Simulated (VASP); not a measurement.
# P in VASP: single point with HSE06

Aim: the single point of P with HSE06.

Everything below comes from runs of VASP 6.6.1. Logs are shortened: lines on timing, memory, paths and dates and some standing lists are left out, and cuts for length are marked.

### Step 1. The cell of the first run

The cell holds a slab with vacuum, 4 atoms: a = 3.288 Å, b = 34.870 Å, c = 4.587 Å, α = 90.00°, β = 90.00°, γ = 90.00°.

### Step 2. Single point, HSE06

The input, POSCAR:

```
P
1.0
    3.2884131033      0.0000000000      0.0000000000
    0.0000000000     34.8700057900      0.0000000000
    0.0000000000      0.0000000000      4.5873403583
P
4
Direct
    0.0000000000      0.9700352370      0.5897387270
    0.0000000000      0.0299647630      0.4102612730
    0.5000000000      0.0299647630      0.0897387270
    0.5000000000      0.9700352370      0.9102612730
```

The input, INCAR.step1:

```
  ALGO = Normal
  EDIFF = 1E-5
  ENCUT = 520
  GGA = PE
  ISIF = 2
  ISMEAR = 0
  LASPH = T
  LREAL = F
  LWAVE = T
  NBANDS = 18
  NELM = 80
  PREC = Accurate
  SIGMA = 0.01
```

The input, INCAR.step2:

```
  ALGO = Normal
  EDIFF = 1E-6
  ENCUT = 520
  GGA = PE
  HFSCREEN = 0.2079
  ISIF = 2
  ISMEAR = 0
  ISTART = 1
  LASPH = T
  LCHARG = T
  LELF = T
  LHFCALC = T
  LREAL = F
  LVHAR = T
  LWAVE = F
  NBANDS = 18
  NELM = 80
  PREC = Accurate
  PRECFOCK = Normal
  SIGMA = 0.01
```

The input, KPOINTS:

```
k-points
0
Gamma
  4 1 4
```

Potentials or basis: VASP PAW PBE potentials, release 64 (P).

Run with:

```bash
$ cat potpaw_PBE.64/P/POTCAR > POTCAR
$ cp INCAR.step1 INCAR
$ mpirun -np 1 vasp_std > vasp.out
$ cp INCAR.step2 INCAR
$ mpirun -np 1 vasp_std > vasp.out
```

OUTCAR:

```text
EDIFF = 1E-6
   ENCUT = 520
   GGA = PE
   HFSCREEN = 0.2079
   ISIF = 2
   ISMEAR = 0
   ISTART = 1
   LASPH = T
   LHFCALC = T
   LREAL = F
   NELM = 80
   PREC = Accurate
   PRECFOCK = Normal

 ion  position               nearest neighbor table
   1  0.000  0.970  0.590-   4 2.21   4 2.21   2 2.25
   2  0.000  0.030  0.410-   3 2.21   3 2.21   1 2.25
   3  0.500  0.030  0.090-   2 2.21   2 2.21   4 2.25
   4  0.500  0.970  0.910-   1 2.21   1 2.21   3 2.25

  LATTYP: Found a simple orthorhombic cell.
 ALAT       =     3.2884131033
 B/A-ratio  =     1.3950012405
 C/A-ratio  =    10.6039006337

  Lattice vectors:

 A1 = (  -3.2884131033,   0.0000000000,   0.0000000000)
 A2 = (   0.0000000000,   0.0000000000,   4.5873403583)
 A3 = (   0.0000000000,  34.8700057900,   0.0000000000)

Analysis of symmetry for initial positions (statically):
=====================================================================
 Subroutine PRICEL returns:
 Original cell was already a primitive cell.

 Routine SETGRP: Setting up the symmetry group for a
 simple orthorhombic supercell.

 Subroutine GETGRP returns: Found  8 space group operations
 (whereof  4 operations were pure point group operations)
 out of a pool of  8 trial point group operations.

The static configuration has the point symmetry C_2h.
 The point group associated with its full space group is D_2h.

Analysis of symmetry for dynamics (positions and initial velocities):
=====================================================================
 Subroutine PRICEL returns:
 Original cell was already a primitive cell.

 Routine SETGRP: Setting up the symmetry group for a
 simple orthorhombic supercell.

 Subroutine GETGRP returns: Found  8 space group operations
 (whereof  4 operations were pure point group operations)
 out of a pool of  8 trial point group operations.

The dynamic configuration has the point symmetry C_2h.
 The point group associated with its full space group is D_2h.

 Subroutine INISYM returns: Found  8 space group operations
 (whereof  4 operations are pure point group operations),
 and found     1 'primitive' translations

----------------------------------------------------------------------------------------

                                     Primitive cell

  volume of cell :     526.0165

  direct lattice vectors                    reciprocal lattice vectors
     3.288413103  0.000000000  0.000000000     0.304098046  0.000000000  0.000000000
     0.000000000 34.870005790  0.000000000     0.000000000  0.028677942  0.000000000
     0.000000000  0.000000000  4.587340358     0.000000000  0.000000000  0.217991237

  length of vectors
     3.288413103 34.870005790  4.587340358     0.304098046  0.028677942  0.217991237

  position of ions in fractional coordinates (direct lattice)
     0.000000000  0.970035237  0.589738727
     0.000000000  0.029964763  0.410261273
     0.500000000  0.029964763  0.089738727
     0.500000000  0.970035237  0.910261273

  ion indices of the primitive-cell ions
   primitive index   ion index
                 1           1
                 2           2
                 3           3
                 4           4

----------------------------------------------------------------------------------------

 KPOINTS: k-points

Automatic generation of k-mesh.
 Grid dimensions read from file:
 generate k-points for:    4    1    4

 Generating k-lattice:

  Cartesian coordinates                     Fractional coordinates (reciprocal lattice)
     0.076024512  0.000000000  0.000000000     0.250000000  0.000000000  0.000000000
     0.000000000  0.028677942  0.000000000     0.000000000  1.000000000  0.000000000
     0.000000000  0.000000000  0.054497809     0.000000000  0.000000000  0.250000000

  Length of vectors
     0.076024512  0.028677942  0.054497809

  Shift w.r.t. Gamma in fractional coordinates (k-lattice)
     0.000000000  0.000000000  0.000000000

 Subroutine IBZKPT returns following result:
 ===========================================

 Found      9 irreducible k-points:

 Following reciprocal coordinates:
            Coordinates               Weight
  0.000000  0.000000  0.000000      1.000000
  0.250000  0.000000  0.000000      2.000000
  0.500000  0.000000  0.000000      1.000000
  0.000000  0.000000  0.250000      2.000000
  0.250000  0.000000  0.250000      4.000000
  0.500000  0.000000  0.250000      2.000000
  0.000000  0.000000  0.500000      1.000000
  0.250000  0.000000  0.500000      2.000000
  0.500000  0.000000  0.500000      1.000000
   k-points           NKPTS =      9   k-points in BZ     NKDIM =     16   number of bands    NBANDS=     18
   number of dos      NEDOS =    301   number of ions     NIONS =      4
   total plane-waves  NPLWV = 233280
   dimension x,y,z NGX =    24 NGY =  270 NGZ =   36
   dimension x,y,z NGXF=    48 NGYF=  540 NGZF=   72
   ions per type =               4
   NGX,Y,Z   is equivalent  to a cutoff of  12.13, 12.87, 13.05 a.u.
   NGXF,Y,Z  is equivalent  to a cutoff of  24.27, 25.74, 26.09 a.u.
 SYSTEM =  unknown system
   PREC   = accura    normal or accurate (medium, high low for compatibility)
   ISTART =      1    job   : 0-new  1-cont  2-samecut
   ICHARG =      0    charge: 1-file 2-atom 10-const
   ISPIN  =      1    spin polarized calculation?
   LNONCOLLINEAR =      F non collinear calculations
   LSORBIT =      F    spin-orbit coupling
   LASPH  =      T    aspherical Exc in radial PAW
   ENCUT  =  520.0 eV  38.22 Ry    6.18 a.u.   6.11 64.84  8.53*2*pi/ulx,y,z
   NELM   =     80;   NELMIN=  2; NELMDL=  0     # of ELM steps
   EDIFF  = 0.1E-05   stopping-criterion for ELM
   LREAL  =      F    real-space projection
   EDIFFG = 0.1E-04   stopping-criterion for IOM
   NSW    =      0    number of steps for IOM
   IBRION =     -1    ionic relax: 0-MD 1-quasi-New 2-CG
   NFREE  =      0    steps in history (QN), initial steepest desc. (CG)
   ISIF   =      2    stress and relaxation
   ISYM   =      3    0-nonsym 1-usesym 2-fastsym
   POTIM  = 0.5000    time-step for ionic-motion
   TEBEG  =    0.0;   TEEND  =   0.0 temperature during run
   PSTRESS=    0.0 pullay stress
   NELECT =      20.0000    total number of electrons
   NUPDOWN=      -1.0000    fix difference up-down
   EMIN   =  10.00;   EMAX   =-10.00  energy-range for DOS
   EFERMI =   0.00;   METHOD = LEGACY
   ISMEAR =     0;   SIGMA  =   0.01  broadening in eV -4-tet -1-fermi 0-gaus
   EFERMI_NEDOS =   21; number of points for ismear=-14 and -15
   IALGO  =     38    algorithm
   IMIX   =      1    mixing-type and parameters
     AMIX     =   0.40;   BMIX     =  1.00
     AMIX_MAG =   1.60;   BMIX_MAG =  1.00
  volume/ion in A,a.u.               =     131.50       887.43
  Fermi-wavevector in a.u.,A,eV,Ry     =   0.550493  1.040281  4.123142  0.303042
  Thomas-Fermi vector in A             =   1.582085
   LORBIT       =      0    0 simple, 1 ext, 2 COOP (PROOUT), +10 PAW based schemes
   GGA     = PE    functional components
   LHFCALC =     T    Hartree Fock is set to
   PRECFOCK=normal    Normal, Fast or Accurate (Low or Medium for compatibility)
   ENCUT4O =  -1.0   cutoff for four orbital integrals eV
   NKREDX  =     1    reduce k-point grid by
   NKREDY  =     1    reduce k-point grid by
   NKREDZ  =     1    reduce k-point grid by
   AEXX    =    0.2500 exact exchange contribution
   HFSCREEN=    0.2079 screening length (either q_TF or 0.3 A-1)
   HFSCREENC=   0.2079 screening length for correlation (either q_TF or 0.3 A-1)
   ENCUTFOCK=  -1.0 apply spherical cutoff to Coloumb kernel
   IVDW    =     0    specifies the selected vdW correction
   LEPSILON=     F    determine dielectric tensor
   LRPA    =     F    only Hartree local field effects (RPA)
 non-spin polarized calculation
 Gauss-broadening in eV      SIGMA  =   0.01
  energy-cutoff  :      520.00
  volume of cell :      526.02
 maximum number of plane-waves:     14200
  NGX = 20; NGY =210; NGZ = 28

 number of electron      20.0000001 magnetization

 Free energy of the ion-electron system (eV)
  ---------------------------------------------------
  ext. energy  EPLUGINS =         0.00000000
  ---------------------------------------------------
  free energy    TOTEN  =       -25.63944395 eV

  energy without entropy =      -25.63944395  energy(sigma->0) =      -25.63944395

 E-fermi :  -3.7258     XC(G=0):  -1.4526

 val. band max:       -3.8265697776   @ k =   0.0000   0.0000   0.0000
 cond. band min:      -2.2577565717   @ k =   0.0000   0.0000   0.0000
 fundamental gap:      1.5688132059
 Fermi energy:        -3.7257717868

 k-point     1 :       0.0000    0.0000    0.0000
  band No.  band energies     occupation
      1     -20.5178      2.00000
      2     -17.7539      2.00000
      3     -13.9893      2.00000
      4     -10.1331      2.00000
      5      -8.9704      2.00000
      6      -8.9047      2.00000
[... 10 lines left out ...]
     17       1.6827      0.00000
     18       1.8524      0.00000

 k-point     2 :       0.2500    0.0000    0.0000
  band No.  band energies     occupation
      1     -19.6982      2.00000
      2     -16.8899      2.00000
      3     -14.6341      2.00000
      4     -10.5355      2.00000
      5      -9.7126      2.00000
      6      -9.5548      2.00000
[... 10 lines left out ...]
     17       2.1644      0.00000
     18       2.5491      0.00000

 k-point     3 :       0.5000    0.0000    0.0000
  band No.  band energies     occupation
      1     -17.3774      2.00000
      2     -17.3774      2.00000
      3     -14.3491      2.00000
      4     -14.3491      2.00000
      5      -9.2728      2.00000
      6      -9.2728      2.00000
[... 97 lines left out ...]
 k-point     8 :       0.2500    0.0000    0.5000
  band No.  band energies     occupation
      1     -18.4976      2.00000
      2     -18.4976      2.00000
      3     -13.1085      2.00000
      4     -13.1085      2.00000
      5      -9.8097      2.00000
      6      -9.8097      2.00000
[... 10 lines left out ...]
     17       3.4815      0.00000
     18       3.4815      0.00000

 k-point     9 :       0.5000    0.0000    0.5000
  band No.  band energies     occupation
      1     -16.9733      2.00000
      2     -16.9733      2.00000
      3     -14.7649      2.00000
      4     -14.7649      2.00000
      5      -9.2726      2.00000
      6      -9.2726      2.00000
[... 10 lines left out ...]
     17       3.5301      0.00000
     18       3.5301      0.00000

------------------------ aborting loop because EDIFF is reached ----------------------------------------

  FORCE on cell =-STRESS in cart. coord.  units (eV):
  Direction    XX          YY          ZZ          XY          YZ          ZX
  --------------------------------------------------------------------------------------
  -------------------------------------------------------------------------------------
  Total        0.3421271     -0.8191217     -0.8599162      0.0000000      0.0000000      0.0000000
  in kB        1.0420743     -2.4949376     -2.6191922      0.0000000      0.0000000      0.0000000
  external PRESSURE =      -1.3573518 kB  Pullay stress =       0.0000000 kB

 VOLUME and BASIS-vectors are now :
 -----------------------------------------------------------------------------
  energy-cutoff  :      520.00
  volume of cell :      526.02
      direct lattice vectors                 reciprocal lattice vectors
     3.288413103  0.000000000  0.000000000     0.304098046  0.000000000  0.000000000
     0.000000000 34.870005790  0.000000000     0.000000000  0.028677942  0.000000000
     0.000000000  0.000000000  4.587340358     0.000000000  0.000000000  0.217991237

 POSITION                                       TOTAL-FORCE (eV/Angst)
 -----------------------------------------------------------------------------------
      0.00000     33.82513      2.70533         0.000000      0.189794      0.038254
      0.00000      1.04487      1.88201        -0.000000     -0.189794     -0.038254
      1.64421      1.04487      0.41166         0.000000     -0.189794      0.038254
      1.64421     33.82513      4.17568        -0.000000      0.189794     -0.038254
 -----------------------------------------------------------------------------------
    total drift:                                0.000000     -0.000000      0.000000

  FREE ENERGIE OF THE ION-ELECTRON SYSTEM (eV)
  ---------------------------------------------------
  free  energy   TOTEN  =       -25.6394439486 eV

  energy  without entropy=      -25.6394439486  energy(sigma->0) =      -25.63944395
```

Wall time 33 min (1 thread of Intel Xeon Platinum 8375C at 2.90GHz (Ice Lake), shared host); peak memory 0.74 GiB.

Results:

```
Free energy            : -25.6394 eV
Largest force          : 0.194 eV/Å
Band gap on the k mesh : 1.57 eV
```

Forces on the atoms (eV/Å):
```
P    0.000  0.190  0.038
P    0.000 -0.190 -0.038
P    0.000 -0.190  0.038
P    0.000  0.190 -0.038
```

Caveat: the k points lie up to 0.48 Å⁻¹ apart; there is no dipole correction, which matters where the two faces differ; the PAW data sets were made with another functional, which shifts forces and pressure a little.
